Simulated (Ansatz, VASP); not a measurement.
# Two plane-wave programs on TiHg

File INCAR:

```
PREC     = Accurate       # precision mode
ENCUT    = 520            # plane-wave cutoff, eV
EDIFF    = 1E-8           # SCF threshold, eV
ISMEAR   = -1             # smearing method
SIGMA    = 0.08           # smearing width, eV
LREAL    = F              # projectors in reciprocal space
LASPH    = T              # aspherical terms in the spheres
NELM     = 100            # most SCF steps
ALGO     = Normal         # electronic algorithm
ISIF     = 2              # what is computed and relaxed
LWAVE    = F              # write WAVECAR
LCHARG   = F              # write CHGCAR
LEFG     = T            
NBANDS   = 19             # bands
```

Contents of KPOINTS:

```
Automatic mesh
0
Gamma
  14 14 10
```

POSCAR

```
TiHg
1.0
    3.0189967512      0.0000000000      0.0000000000
    0.0000000000      3.0189967512      0.0000000000
    0.0000000000      0.0000000000      4.0544253478
Ti Hg
1 1
Direct
    0.5000000000      0.5000000000      0.5000000000
    0.0000000000      0.0000000000      0.0000000000
```

Input for Ansatz:

```yaml
crystal:
  lattice:
    - [3.0189967512, 0.0, 0.0]
    - [0.0, 3.0189967512, 0.0]
    - [0.0, 0.0, 4.0544253478]
  atoms:
    - { symbol: Ti, position: [0.5, 0.5, 0.5] }
    - { symbol: Hg, position: [0.0, 0.0, 0.0] }
kpoints:
  mp_grid: { grid: [14, 14, 10] }
scf:
  occupations: { method: fermi_dirac, width: 0.08 }
hamiltonian:
  xc: lda
  pseudopotentials: { kind: paw }
output:
  forces: true
  stress: true
  eigenvalues: true
  efg: { contact_densities: true }
  write_density: true
  write_potential: true
  elf: true
  volumetric_format: npy
```

Change from the starting cell: volume scaled by 1.01, PAW files.

Alike in both runs: task electric field gradients; functional LDA; k mesh 14 × 14 × 10; occupations fermi-dirac, width 0.08 eV; no spin polarisation.

|  | VASP | Ansatz |
| --- | --- | --- |
| version | VASP 6.6.1 | Ansatz 0.2.0 |
| potentials or method | VASP PAW LDA potentials, release 64 (Ti_sv, Hg) | PAW with Ansatz's default frozen-core files, scalar-relativistic |
| plane-wave cutoff (eV) | 520 | 420 |
| valence electrons in the cell | 24 | 32 |

Ansatz gave:

```
pressure (GPa)                                                : -7.7
traceless stress, the component that is largest in VASP (GPa) : 0.39
size of Vzz on the site where it differs most (V/Å²)          : 199.1
```

Problem. What did VASP give for the same quantities?

Solution. Pressure (GPa): -6.8; traceless stress, the component that is largest in VASP (GPa): 0.37; size of Vzz on the site where it differs most (V/Å²): 205.8.

LDA's correlation is that of Perdew and Zunger in VASP and of Perdew and Wang (1992) in Ansatz. VASP's potentials hold 24 valence electrons a cell and Ansatz's 32, so a difference there can come from the potentials and not from the codes.

Neither program's run includes spin-orbit coupling.
